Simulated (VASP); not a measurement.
Crystal: Al3Cu.

```xyz
4
Lattice="2.7784 0.0000 0.0000 0.0000 2.7784 0.0000 0.0000 0.0000 7.5134" Properties=species:S:1:pos:R:3 pbc="T T T"
Al    0.0000    0.0000    3.7567
Al    1.3892    1.3892    1.6989
Al    1.3892    1.3892    5.8145
Cu    0.0000    0.0000    0.0000
```

Base run:

| Property | Result |
| --- | --- |
| Program | VASP 6.6.1 |
| Functional | r2SCAN |
| Potentials or basis | VASP PAW PBE potentials, release 64 (Al, Cu) |
| Cutoff | 520 eV |
| k mesh | 14 × 14 × 6 |
| Occupations | gaussian, width 0.1 eV |
| Spin | no spin polarisation |

Its results: band gap on the k mesh zero (band 10 reaches 13.21 eV, above the bottom of band 11 at 6.68 eV); pressure 0.3 GPa; largest force 0.151 eV/Å.

After a change of settings the same cell gave: band gap on the k mesh 3.94 eV; pressure -15.0 GPa; largest force 5.048 eV/Å. Which change was it?
A. k mesh from 14 × 14 × 6 to 12 × 12 × 6, shifted
B. k mesh from 14 × 14 × 6 to 1 × 1 × 1; further incar settings from ALGO = Normal; EDIFF = 1e-06; NBANDS = 18 to ALGO = Normal; EDIFF = 1e-07; NBANDS = 18
C. k mesh from 14 × 14 × 6 to 12 × 12 × 6
D. k mesh from 14 × 14 × 6 to 10 × 10 × 4, shifted

B.

Caveats: some runs use coarse meshes; the PAW data sets were made with another functional, which shifts forces and pressure a little.
